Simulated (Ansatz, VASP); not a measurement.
CoO: VASP beside Ansatz

```
CELL_PARAMETERS angstrom
4.25800 0.00000 0.00000
0.00000 4.25800 0.00000
0.00000 0.00000 4.25800
ATOMIC_POSITIONS crystal
O 0.00000 0.00000 0.50000
O 0.00000 0.50000 0.00000
O 0.50000 0.00000 0.00000
O 0.50000 0.50000 0.50000
Co 0.00000 0.00000 0.00000
Co 0.00000 0.50000 0.50000
Co 0.50000 0.00000 0.50000
Co 0.50000 0.50000 0.00000
```

Alike in both runs: task single point; functional LDA; k mesh 3 × 3 × 3; occupations fermi-dirac, width 0.03 eV; non-collinear spin.

|  | VASP | Ansatz |
| --- | --- | --- |
| version | VASP 6.6.1 | Ansatz 0.2.0 |
| potentials or method | VASP PAW LDA potentials, release 64 (O, Co), cutoff 520 eV | PAW, plane waves, scalar-relativistic |
| valence electrons in the cell | 60 | 92 |

VASP gave:

| Item | Value |
| --- | --- |
| pressure (GPa) | -20.3 |
| traceless stress, the component that is largest in VASP (GPa) | -2.15 |
| net moment per atom (μB) | 0.13 |
| size of the moment on the site where the two differ most (μB) | 2.33 |

Question: Which values does Ansatz return?

Answer: Pressure (GPa): -21.9; traceless stress, the component that is largest in VASP (GPa): 0.00; net moment per atom (μB): 1.24; size of the moment on the site where the two differ most (μB): 0.95.

The net moments are unlike, so the other rows may belong to different states. LDA's correlation is that of Perdew and Zunger in VASP and of Perdew and Wang (1992) in Ansatz. Site moments also hang on the region over which each program counts them. VASP's potentials hold 60 valence electrons a cell and Ansatz's 92, so a difference there can come from the potentials and not from the codes. Ansatz's warnings: seeded moment not kept.

The k mesh is coarse, so the values compare programs but aren't converged.
